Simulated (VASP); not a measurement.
# Hf (Im-3m) in VASP: a series of runs, part 2 of 3

VASP 6.6.1. Earlier steps stand in the parts before.

## 3. Electric field gradients, PBEsol (volume scaled by 0.94)

Input file INCAR:

```
SYSTEM = Hf
PREC = Accurate ; ENCUT = 520
EDIFF = 1E-8 ; ISMEAR = -1
SIGMA = 0.05 ; LREAL = .False.
LASPH = .True. ; NELM = 100
ALGO = Normal ; ISIF = 2
LWAVE = .False. ; LCHARG = .False.
GGA = PS ; LEFG = .True.
NBANDS = 11
```

Input file KPOINTS:

```
Automatic mesh
0
Gamma
  14 14 14
  0 0 0
```

Input file POSCAR:

```
Hf
1.0
   -1.7681529262      1.7681529262      1.7681529262
    1.7681529262     -1.7681529262      1.7681529262
    1.7681529262      1.7681529262     -1.7681529262
Hf
1
Direct
    0.0000000000      0.0000000000      0.0000000000
```

Potentials or basis: VASP PAW PBE potentials, release 64 (Hf_pv).

Run with:

```sh
$ cat potpaw_PBE.64/Hf_pv/POTCAR > POTCAR
$ mpirun -np 1 vasp_std > vasp.out
```

OUTCAR:

```text
SYSTEM = Hf
   PREC = Accurate
   ENCUT = 520
   EDIFF = 1E-8
   ISMEAR = -1
   LREAL = .False.
   LASPH = .True.
   NELM = 100
   ISIF = 2
   GGA = PS

 ion  position               nearest neighbor table
   1  0.000  0.000  0.000-

  LATTYP: Found a body centered cubic cell.
 ALAT       =     3.5363058524

  Lattice vectors:

 A1 = (  -1.7681529262,   1.7681529262,   1.7681529262)
 A2 = (   1.7681529262,  -1.7681529262,   1.7681529262)
 A3 = (   1.7681529262,   1.7681529262,  -1.7681529262)

Analysis of symmetry for initial positions (statically):
=====================================================================
 Subroutine PRICEL returns:
 Original cell was already a primitive cell.

 Routine SETGRP: Setting up the symmetry group for a
 body centered cubic supercell.

 Subroutine GETGRP returns: Found 48 space group operations
 (whereof 48 operations were pure point group operations)
 out of a pool of 48 trial point group operations.

The static configuration has the point symmetry O_h .

Analysis of symmetry for dynamics (positions and initial velocities):
=====================================================================
 Subroutine PRICEL returns:
 Original cell was already a primitive cell.

 Routine SETGRP: Setting up the symmetry group for a
 body centered cubic supercell.

 Subroutine GETGRP returns: Found 48 space group operations
 (whereof 48 operations were pure point group operations)
 out of a pool of 48 trial point group operations.

The dynamic configuration has the point symmetry O_h .

 Subroutine INISYM returns: Found 48 space group operations
 (whereof 48 operations are pure point group operations),
 and found     1 'primitive' translations

[... 151 lines left out ...]
      4      -2.5868      2.00000
      5       6.0139      0.00000
      6       6.0139      0.00000
      7       6.0139      0.00000
      8       8.8422      0.00000
      9       8.8422      0.00000
     10      17.8183      0.00000
     11      17.8710      0.00000
[... 309 lines left out ...]
 k-point    24 :       0.3571    0.2857    0.0000
  band No.  band energies     occupation
      1     -25.8960      2.00000
      2     -25.7648      2.00000
      3     -25.3465      2.00000
      4       2.7876      2.00000
      5       3.8721      1.99999
      6       4.1716      1.99522
      7       8.9933      0.00000
      8       9.5048      0.00000
      9      12.1002      0.00000
     10      14.6232      0.00000
     11      16.0523      0.00000

 [... further k-points ...]
[... 5 lines left out ...]
  --------------------------------------------------------------------------------------
  -------------------------------------------------------------------------------------
  Total       -0.5789892     -0.5789892     -0.5789892      0.0000000      0.0000000      0.0000000
  in kB      -41.9528624    -41.9528624    -41.9528624      0.0000000      0.0000000      0.0000000
  external PRESSURE =     -41.9528624 kB  Pullay stress =       0.0000000 kB

 VOLUME and BASIS-vectors are now :
 -----------------------------------------------------------------------------
  energy-cutoff  :      520.00
  volume of cell :       22.11
      direct lattice vectors                 reciprocal lattice vectors
    -1.768152926  1.768152926  1.768152926     0.000000000  0.282780970  0.282780970
     1.768152926 -1.768152926  1.768152926     0.282780970  0.000000000  0.282780970
     1.768152926  1.768152926 -1.768152926     0.282780970  0.282780970  0.000000000

 POSITION                                       TOTAL-FORCE (eV/Angst)
 -----------------------------------------------------------------------------------
      0.00000      0.00000      0.00000         0.000000      0.000000     -0.000000
 -----------------------------------------------------------------------------------
    total drift:                                0.000000      0.000000      0.000000

  FREE ENERGIE OF THE ION-ELECTRON SYSTEM (eV)
  ---------------------------------------------------
  free  energy   TOTEN  =       -10.3301097446 eV

  energy  without entropy=      -10.3138362160  energy(sigma->0) =      -10.32197298

 Electric field gradients (V/A^2)
---------------------------------------------------------------------
 ion       V_xx      V_yy      V_zz      V_xy      V_xz      V_yz
---------------------------------------------------------------------
   1      -0.000    -0.000     0.000    -0.000    -0.000    -0.000
---------------------------------------------------------------------

 Electric field gradients after diagonalization (V/A^2)
 (convention: |V_zz| > |V_xx| > |V_yy|)
----------------------------------------------------------------------
 ion       V_xx      V_yy      V_zz     asymmetry (V_yy - V_xx)/ V_zz
----------------------------------------------------------------------
   1       0.000     0.000    -0.001       0.000
----------------------------------------------------------------------

           NMR quadrupolar parameters

 Cq : quadrupolar parameter    Cq=e*Q*V_zz/h
 eta: asymmetry parameters     (V_yy - V_xx)/ V_zz
 Q  : nuclear electric quadrupole moment in mb (millibarn)
----------------------------------------------------------------------
 ion       Cq(MHz)       eta       Q (mb)
----------------------------------------------------------------------
   1      -0.000       0.000       1.000
----------------------------------------------------------------------
```

Run time: 14 s. Hardware: 1 thread of Intel Xeon Platinum 8488C (Sapphire Rapids), shared host; peak memory 0.15 GiB.

Results:

* Free energy: -10.3301 eV
* Pressure: -4.2 GPa
* Band gap on the k mesh: zero (band 5 reaches 6.01 eV, above the bottom of band 6 at 3.74 eV)

Caveat: without QUAD_EFG the Cq values of the log hold for a quadrupole moment of 1 mb, not for the nuclei; the PAW data sets were made with another functional, which shifts forces and pressure a little; spin-orbit coupling is left out, which moves the levels of the heavy elements.

## 4. Electric field gradients, PBEsol (volume scaled by 0.96)

Input file INCAR:

```
SYSTEM = Hf
PREC = Accurate ; ENCUT = 520
EDIFF = 1E-8 ; ISMEAR = -1
SIGMA = 0.05 ; LREAL = .FALSE.
LASPH = .TRUE. ; NELM = 100
ALGO = Normal ; ISIF = 2
LWAVE = .FALSE. ; LCHARG = .FALSE.
GGA = PS ; LEFG = .TRUE.
NBANDS = 11
```

Input file KPOINTS:

```
regular mesh
0
G
  14 14 14
  0 0 0
```

Input file POSCAR:

```
Hf
1.0
   -1.7806051177      1.7806051177      1.7806051177
    1.7806051177     -1.7806051177      1.7806051177
    1.7806051177      1.7806051177     -1.7806051177
Hf
1
Direct
    0.0000000000      0.0000000000      0.0000000000
```

Potentials or basis: VASP PAW PBE potentials, release 64 (Hf_pv).

Run with:

```sh
$ cat potpaw_PBE.64/Hf_pv/POTCAR > POTCAR
$ mpirun -np 1 vasp_std > vasp.out
```

OUTCAR:

```text
SYSTEM = Hf
   PREC = Accurate
   ENCUT = 520
   EDIFF = 1E-8
   ISMEAR = -1
   LREAL = .FALSE.
   LASPH = .TRUE.
   NELM = 100
   ISIF = 2
   GGA = PS

 ion  position               nearest neighbor table
   1  0.000  0.000  0.000-

  LATTYP: Found a body centered cubic cell.
 ALAT       =     3.5612102354

  Lattice vectors:

 A1 = (  -1.7806051177,   1.7806051177,   1.7806051177)
 A2 = (   1.7806051177,  -1.7806051177,   1.7806051177)
 A3 = (   1.7806051177,   1.7806051177,  -1.7806051177)

Analysis of symmetry for initial positions (statically):
=====================================================================
 Subroutine PRICEL returns:
 Original cell was already a primitive cell.

 Routine SETGRP: Setting up the symmetry group for a
 body centered cubic supercell.

 Subroutine GETGRP returns: Found 48 space group operations
 (whereof 48 operations were pure point group operations)
[... 515 lines left out ...]

 VOLUME and BASIS-vectors are now :
 -----------------------------------------------------------------------------
  energy-cutoff  :      520.00
  volume of cell :       22.58
      direct lattice vectors                 reciprocal lattice vectors
    -1.780605118  1.780605118  1.780605118     0.000000000  0.280803416  0.280803416
     1.780605118 -1.780605118  1.780605118     0.280803416  0.000000000  0.280803416
     1.780605118  1.780605118 -1.780605118     0.280803416  0.280803416  0.000000000

 POSITION                                       TOTAL-FORCE (eV/Angst)
 -----------------------------------------------------------------------------------
      0.00000      0.00000      0.00000         0.000000     -0.000000      0.000000
 -----------------------------------------------------------------------------------
    total drift:                                0.000000      0.000000      0.000000

  FREE ENERGIE OF THE ION-ELECTRON SYSTEM (eV)
  ---------------------------------------------------
  free  energy   TOTEN  =       -10.3150615585 eV

  energy  without entropy=      -10.2979540320  energy(sigma->0) =      -10.30650780

 Electric field gradients (V/A^2)
---------------------------------------------------------------------
 ion       V_xx      V_yy      V_zz      V_xy      V_xz      V_yz
---------------------------------------------------------------------
   1      -0.000     0.000     0.000    -0.000    -0.000    -0.000
---------------------------------------------------------------------

 Electric field gradients after diagonalization (V/A^2)
 (convention: |V_zz| > |V_xx| > |V_yy|)
----------------------------------------------------------------------
 ion       V_xx      V_yy      V_zz     asymmetry (V_yy - V_xx)/ V_zz
----------------------------------------------------------------------
   1       0.000     0.000    -0.001       0.000
----------------------------------------------------------------------

           NMR quadrupolar parameters

 Cq : quadrupolar parameter    Cq=e*Q*V_zz/h
 eta: asymmetry parameters     (V_yy - V_xx)/ V_zz
 Q  : nuclear electric quadrupole moment in mb (millibarn)
----------------------------------------------------------------------
 ion       Cq(MHz)       eta       Q (mb)
----------------------------------------------------------------------
   1      -0.000       0.000       1.000
----------------------------------------------------------------------
```

OSZICAR:

```text
N       E                     dE             d eps       ncg     rms          rms(c)
DAV:   1     0.123222379770E+02    0.12322E+02   -0.57039E+03  2312   0.837E+02
DAV:   2    -0.102313816459E+02   -0.22554E+02   -0.21887E+02  2874   0.155E+02
DAV:   3    -0.106989640923E+02   -0.46758E+00   -0.45681E+00  2851   0.150E+01
DAV:   4    -0.107008969787E+02   -0.19329E-02   -0.19300E-02  2591   0.115E+00
DAV:   5    -0.107009082394E+02   -0.11261E-04   -0.11261E-04  2863   0.789E-02    0.447E+01
DAV:   6    -0.104117673511E+02    0.28914E+00   -0.24383E-01  2540   0.352E+00    0.259E+01
DAV:   7    -0.103192483141E+02    0.92519E-01   -0.32528E-01  2585   0.394E+00    0.104E+00
DAV:   8    -0.103150399371E+02    0.42084E-02   -0.23481E-02  2510   0.107E+00    0.325E-01
DAV:   9    -0.103150592498E+02   -0.19313E-04   -0.33685E-04  2992   0.158E-01    0.477E-02
DAV:  10    -0.103150616301E+02   -0.23803E-05   -0.15744E-05  2619   0.296E-02    0.255E-02
DAV:  11    -0.103150615661E+02    0.63972E-07   -0.24738E-06  2733   0.117E-02    0.217E-03
DAV:  12    -0.103150615585E+02    0.75853E-08   -0.31850E-08  2688   0.169E-03
   1 F= -.10315062E+02 E0= -.10306508E+02  d E =-.171075E-01
```

Wall time 14 s (1 thread of Intel Xeon Platinum 8488C (Sapphire Rapids), shared host); peak memory 0.15 GiB.

Results:

```
Free energy            : -10.3151 eV
Pressure               : -6.1 GPa
Band gap on the k mesh : zero (band 5 reaches 5.86 eV, above the bottom of band 6 at 3.61 eV)
```

Caveat: without QUAD_EFG the Cq values of the log hold for a quadrupole moment of 1 mb, not for the nuclei; the PAW data sets were made with another functional, which shifts forces and pressure a little; spin-orbit coupling is left out, which moves the levels of the heavy elements.

(Continued in part 3 of 3.)
